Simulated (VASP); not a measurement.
Crystal: HfC.

```
CELL_PARAMETERS angstrom
3.34287 0.00000 0.00000
-1.67143 2.89501 0.00000
0.00000 0.00000 5.20271
ATOMIC_POSITIONS crystal
Hf 0.66667 0.33333 0.75000
Hf 0.33333 0.66667 0.25000
C 0.00000 0.00000 0.00000
C 0.00000 0.00000 0.50000
```

Base run:

```yaml
Program: VASP 6.6.1
Functional: PBEsol
Potentials_or_basis: VASP PAW PBE potentials, release 64 (Hf_pv, C)
Cutoff: 600 eV
k_mesh: 8 × 8 × 5
Occupations: fermi-dirac, width 0.1 eV
Spin: no spin polarisation
```

Its results: band gap on the k mesh zero (band 14 reaches 7.25 eV, above the bottom of band 15 at 6.08 eV); pressure -7.9 GPa.

Problem. After a change of settings the same cell gave: band gap on the k mesh zero (band 14 reaches 7.23 eV, above the bottom of band 15 at 7.06 eV); pressure -8.8 GPa. Which change was it?
A. k mesh from 8 × 8 × 5 to 3 × 3 × 2
B. k mesh from 8 × 8 × 5 to 6 × 6 × 4
C. k mesh from 8 × 8 × 5 to 4 × 4 × 2

Solution. C.

Caveats: some runs use coarse meshes; the PAW data sets were made with another functional, which shifts forces and pressure a little; spin-orbit coupling is left out, which moves the levels of the heavy elements.
